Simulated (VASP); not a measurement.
# SiO2 (P4_2/mnm) in VASP: single point with PBE

Aim: the single point of SiO2 with PBE.

All numbers are computed with VASP 6.6.1; they aren't measurements. Logs are shortened: lines on timing, memory, paths and dates and some standing lists are left out, and cuts for length are marked.

## Step 1: The cell of the first run

It takes space group P4_2/mnm (No. 136, tetragonal). Conventional cell: a = 4.175 Å, b = 4.175 Å, c = 2.668 Å, α = 90.00°, β = 90.00°, γ = 90.00°. Within 2.3 Å of Si (site symmetry mmm) lie 6 O at 1.76 to 1.81 Å. Within 2.3 Å of O (site symmetry m2m) lie 3 Si at 1.76 to 1.81 Å and 1 O at 2.29 Å.

## Step 2: Single point, PBE, non-collinear spin, zero start, spin-orbit coupling

File INCAR:

```
ALGO     = Normal         # electronic algorithm
EDIFF    = 1E-6           # SCF threshold, eV
ENCUT    = 600            # plane-wave cutoff, eV
GGA      = PE             # functional
GGA_COMPAT= F            
ISIF     = 2              # what is computed and relaxed
ISMEAR   = 0              # smearing method
LASPH    = T              # aspherical terms in the spheres
LCHARG   = F              # write CHGCAR
LORBIT   = 11             # projections on sites
LORBMOM  = T            
LREAL    = F              # projectors in reciprocal space
LSORBIT  = T              # spin-orbit coupling
LWAVE    = F              # write WAVECAR
MAGMOM   = 0 0 0 0 0 0 0 0 0 0 0 0 0 0 0 0 0 0 # initial moments
NBANDS   = 48             # bands
NELM     = 200            # most SCF steps
PREC     = Accurate       # precision mode
SIGMA    = 0.02           # smearing width, eV
```

File KPOINTS:

```
k-points
0
Gamma
  6 6 8
```

File POSCAR:

```
SiO2
1.0
    4.1753574771      0.0000000000      0.0000000000
    0.0000000000      4.1753574771      0.0000000000
    0.0000000000      0.0000000000      2.6678773995
Si O
2 4
Direct
    0.0000000000      0.0000000000      0.0000000000
    0.5000000000      0.5000000000      0.5000000000
    0.3057798988      0.3057798988      0.0000000000
    0.6942201012      0.6942201012      0.0000000000
    0.1942201012      0.8057798988      0.5000000000
    0.8057798988      0.1942201012      0.5000000000
```

Potentials or basis: VASP PAW PBE potentials, release 64 (Si, O).

Started as:

```console
$ cat potpaw_PBE.64/Si/POTCAR potpaw_PBE.64/O/POTCAR > POTCAR
$ mpirun -np 1 vasp_ncl > vasp.out
```

OUTCAR:

```text
EDIFF = 1E-6
   ENCUT = 600
   GGA = PE
   ISIF = 2
   ISMEAR = 0
   LASPH = T
   LORBIT = 11
   LREAL = F
   LSORBIT = T
   NELM = 200
   PREC = Accurate

 ion  position               nearest neighbor table
   1  0.000  0.000  0.000-   5 1.76   6 1.76   5 1.76   6 1.76   3 1.81   4 1.81
   2  0.500  0.500  0.500-   3 1.76   4 1.76   3 1.76   4 1.76   5 1.81   6 1.81
   3  0.306  0.306  0.000-   2 1.76   2 1.76   1 1.81
   4  0.694  0.694  0.000-   2 1.76   2 1.76   1 1.81
   5  0.194  0.806  0.500-   1 1.76   1 1.76   2 1.81
   6  0.806  0.194  0.500-   1 1.76   1 1.76   2 1.81

  LATTYP: Found a simple tetragonal cell.
 ALAT       =     4.1753574771
 C/A-ratio  =     0.6389578411

  Lattice vectors:

 A1 = (   4.1753574771,   0.0000000000,   0.0000000000)
 A2 = (   0.0000000000,   4.1753574771,   0.0000000000)
 A3 = (   0.0000000000,   0.0000000000,   2.6678773995)

Analysis of symmetry for initial positions (statically):
=====================================================================
 Subroutine PRICEL returns:
 Original cell was already a primitive cell.

 Routine SETGRP: Setting up the symmetry group for a
 simple tetragonal supercell.

 Subroutine GETGRP returns: Found 16 space group operations
 (whereof  8 operations were pure point group operations)
 out of a pool of 16 trial point group operations.

The static configuration has the point symmetry D_2h.
 The point group associated with its full space group is D_4h.

Analysis of symmetry for dynamics (positions and initial velocities):
=====================================================================
 Subroutine PRICEL returns:
 Original cell was already a primitive cell.

 Routine SETGRP: Setting up the symmetry group for a
 simple tetragonal supercell.

 Subroutine GETGRP returns: Found 16 space group operations
 (whereof  8 operations were pure point group operations)
 out of a pool of 16 trial point group operations.

The dynamic configuration has the point symmetry D_2h.
 The point group associated with its full space group is D_4h.

Analysis of structural, dynamic, and magnetic symmetry:
=====================================================================
 Subroutine PRICEL returns:
 Original cell was already a primitive cell.

 Routine SETGRP: Setting up the symmetry group for a
 simple tetragonal supercell.

 Subroutine GETGRP returns: Found 16 space group operations
 (whereof  8 operations were pure point group operations)
 out of a pool of 16 trial point group operations.

The overall configuration has the point symmetry D_2h.
 The point group associated with its full space group is D_4h.

 Subroutine INISYM returns: Found 16 space group operations
 (whereof  8 operations are pure point group operations),
 and found     1 'primitive' translations

----------------------------------------------------------------------------------------

                                     Primitive cell

  volume of cell :      46.5107

  direct lattice vectors                    reciprocal lattice vectors
     4.175357477  0.000000000  0.000000000     0.239500451  0.000000000  0.000000000
     0.000000000  4.175357477  0.000000000     0.000000000  0.239500451  0.000000000
     0.000000000  0.000000000  2.667877400     0.000000000  0.000000000  0.374829818

  length of vectors
     4.175357477  4.175357477  2.667877400     0.239500451  0.239500451  0.374829818

  position of ions in fractional coordinates (direct lattice)
     0.000000000  0.000000000  0.000000000
     0.500000000  0.500000000  0.500000000
     0.305779899  0.305779899  0.000000000
     0.694220101  0.694220101  0.000000000
     0.194220101  0.805779899  0.500000000
     0.805779899  0.194220101  0.500000000

  ion indices of the primitive-cell ions
   primitive index   ion index
                 1           1
                 2           2
                 3           3
                 4           4
                 5           5
                 6           6

[... 127 lines left out ...]
 fundamental gap:      5.6140276619
 Fermi energy:         8.3543625572

 k-point     1 :       0.0000    0.0000    0.0000
  band No.  band energies     occupation
      1     -14.3324      1.00000
      2     -14.3324      1.00000
      3     -10.6971      1.00000
      4     -10.6971      1.00000
      5     -10.6935      1.00000
      6     -10.6935      1.00000
[... 1117 lines left out ...]
     43      20.2562      0.00000
     44      20.2562      0.00000

 [... further k-points ...]

 [bands above 44 left out]

------------------------ aborting loop because EDIFF is reached ----------------------------------------

  FORCE on cell =-STRESS in cart. coord.  units (eV):
  Direction    XX          YY          ZZ          XY          YZ          ZX
  --------------------------------------------------------------------------------------
  -------------------------------------------------------------------------------------
  Total        2.9980446      2.9980446      3.4243695      0.0000000      0.0000000      0.0000000
  in kB      103.2750633    103.2750633    117.9608824      0.0000000      0.0000000      0.0000000
  external PRESSURE =     108.1703363 kB  Pullay stress =       0.0000000 kB

 VOLUME and BASIS-vectors are now :
 -----------------------------------------------------------------------------
  energy-cutoff  :      600.00
  volume of cell :       46.51
      direct lattice vectors                 reciprocal lattice vectors
     4.175357477  0.000000000  0.000000000     0.239500451  0.000000000  0.000000000
     0.000000000  4.175357477  0.000000000     0.000000000  0.239500451  0.000000000
     0.000000000  0.000000000  2.667877400     0.000000000  0.000000000  0.374829818

 POSITION                                       TOTAL-FORCE (eV/Angst)
 -----------------------------------------------------------------------------------
      0.00000      0.00000      0.00000         0.000000     -0.000000      0.000000
      2.08768      2.08768      1.33394         0.000000     -0.000000      0.000000
      1.27674      1.27674      0.00000        -0.057832     -0.057832     -0.000000
      2.89862      2.89862      0.00000         0.057832      0.057832      0.000000
      0.81094      3.36442      1.33394         0.057832     -0.057832      0.000000
      3.36442      0.81094      1.33394        -0.057832      0.057832     -0.000000
 -----------------------------------------------------------------------------------
    total drift:                                0.000000     -0.000000      0.000000

  FREE ENERGIE OF THE ION-ELECTRON SYSTEM (eV)
  ---------------------------------------------------
  free  energy   TOTEN  =       -46.2708902878 eV

  energy  without entropy=      -46.2708902878  energy(sigma->0) =      -46.27089029

 orbital moment (x)

 # of ion     p       tot
 --------------------------------
  1         0.000   0.000
  2         0.000   0.000
  3         0.000   0.000
  4         0.000   0.000
  5         0.000   0.000
  6         0.000   0.000
 --------------------------------
            0.000   0.000

 orbital moment (y)

 # of ion     p       tot
 --------------------------------
  1         0.000   0.000
  2         0.000   0.000
  3         0.000   0.000
  4         0.000   0.000
  5         0.000   0.000
  6         0.000   0.000
 --------------------------------
            0.000   0.000

 orbital moment (z)

 # of ion     p       tot
 --------------------------------
  1         0.000   0.000
  2         0.000   0.000
  3         0.000   0.000
  4         0.000   0.000
  5         0.000   0.000
  6         0.000   0.000
 --------------------------------
            0.000   0.000

 Spin-Orbit-Coupling matrix elements

 Ion:    1  E_soc:     -0.0002262
 l=   1
     0.0000000    -0.0000379    -0.0000374
    -0.0000379     0.0000000    -0.0000379
    -0.0000374    -0.0000379     0.0000000
 l=   2
     0.0000000     0.0000000     0.0000000     0.0000000     0.0000000
     0.0000000     0.0000000     0.0000000     0.0000000     0.0000000
     0.0000000     0.0000000     0.0000000     0.0000000     0.0000000
     0.0000000     0.0000000     0.0000000     0.0000000     0.0000000
     0.0000000     0.0000000     0.0000000     0.0000000     0.0000000
 l=   3
     0.0000000     0.0000000     0.0000000     0.0000000     0.0000000     0.0000000     0.0000000
     0.0000000     0.0000000     0.0000000     0.0000000     0.0000000     0.0000000     0.0000000
     0.0000000     0.0000000     0.0000000     0.0000000     0.0000000     0.0000000     0.0000000
     0.0000000     0.0000000     0.0000000     0.0000000     0.0000000     0.0000000     0.0000000
[... 89 lines left out ...]
 l=   2
     0.0000000     0.0000000     0.0000000     0.0000000     0.0000000
     0.0000000     0.0000000     0.0000000     0.0000000     0.0000000
     0.0000000     0.0000000     0.0000000     0.0000000     0.0000000
     0.0000000     0.0000000     0.0000000     0.0000000     0.0000000
     0.0000000     0.0000000     0.0000000     0.0000000     0.0000000
 l=   3
     0.0000000     0.0000000     0.0000000     0.0000000     0.0000000     0.0000000     0.0000000
     0.0000000     0.0000000     0.0000000     0.0000000     0.0000000     0.0000000     0.0000000
     0.0000000     0.0000000     0.0000000     0.0000000     0.0000000     0.0000000     0.0000000
     0.0000000     0.0000000     0.0000000     0.0000000     0.0000000     0.0000000     0.0000000
     0.0000000     0.0000000     0.0000000     0.0000000     0.0000000     0.0000000     0.0000000
     0.0000000     0.0000000     0.0000000     0.0000000     0.0000000     0.0000000     0.0000000
     0.0000000     0.0000000     0.0000000     0.0000000     0.0000000     0.0000000     0.0000000

 total charge

# of ion       s       p       d       tot
------------------------------------------
    1        0.588   0.878   0.000   1.467
    2        0.588   0.878   0.000   1.467
    3        1.547   3.697   0.000   5.244
    4        1.547   3.697   0.000   5.244
    5        1.547   3.697   0.000   5.244
    6        1.547   3.697   0.000   5.244
--------------------------------------------------
tot          7.365  16.545   0.000  23.910

 magnetization (x)

# of ion       s       p       d       tot
------------------------------------------
    1        0.000   0.000   0.000   0.000
    2        0.000   0.000   0.000   0.000
    3        0.000   0.000   0.000   0.000
    4        0.000   0.000   0.000   0.000
    5        0.000   0.000   0.000   0.000
    6        0.000   0.000   0.000   0.000
--------------------------------------------------
tot          0.000   0.000   0.000   0.000

 magnetization (y)

# of ion       s       p       d       tot
------------------------------------------
    1        0.000   0.000   0.000   0.000
    2        0.000   0.000   0.000   0.000
    3        0.000   0.000   0.000   0.000
    4        0.000   0.000   0.000   0.000
    5        0.000   0.000   0.000   0.000
    6        0.000   0.000   0.000   0.000
--------------------------------------------------
tot          0.000   0.000   0.000   0.000

 magnetization (z)

# of ion       s       p       d       tot
------------------------------------------
    1        0.000   0.000   0.000   0.000
    2        0.000   0.000   0.000   0.000
    3        0.000   0.000   0.000   0.000
    4        0.000   0.000   0.000   0.000
    5        0.000   0.000   0.000   0.000
    6        0.000   0.000   0.000   0.000
--------------------------------------------------
tot          0.000   0.000   0.000   0.000
```

Run time: 7.2 min. Hardware: 1 thread of Intel Xeon 8259CL, shared host; peak memory 0.41 GiB.

Results:

| Quantity | Value |
| --- | --- |
| Free energy | -46.2709 eV |
| Pressure | 10.8 GPa |
| Largest force | 0.082 eV/Å |
| Net moment | 0.00 μB per cell |
| Valence electrons inside the program's atomic spheres | Si 1.47; O 5.24 |

Forces in eV/Å, atoms in the order of the input:
```
Si   0.000  0.000  0.000
Si   0.000  0.000  0.000
O   -0.058 -0.058  0.000
O    0.058  0.058  0.000
O    0.058 -0.058  0.000
O   -0.058  0.058  0.000
```

Moments on the atoms (μB; x, y, z):
```
Si  0.00 0.00 0.00
Si  0.00 0.00 0.00
O   0.00 0.00 0.00
O   0.00 0.00 0.00
O   0.00 0.00 0.00
O   0.00 0.00 0.00
```

Caveat: the cell stands under pressure.
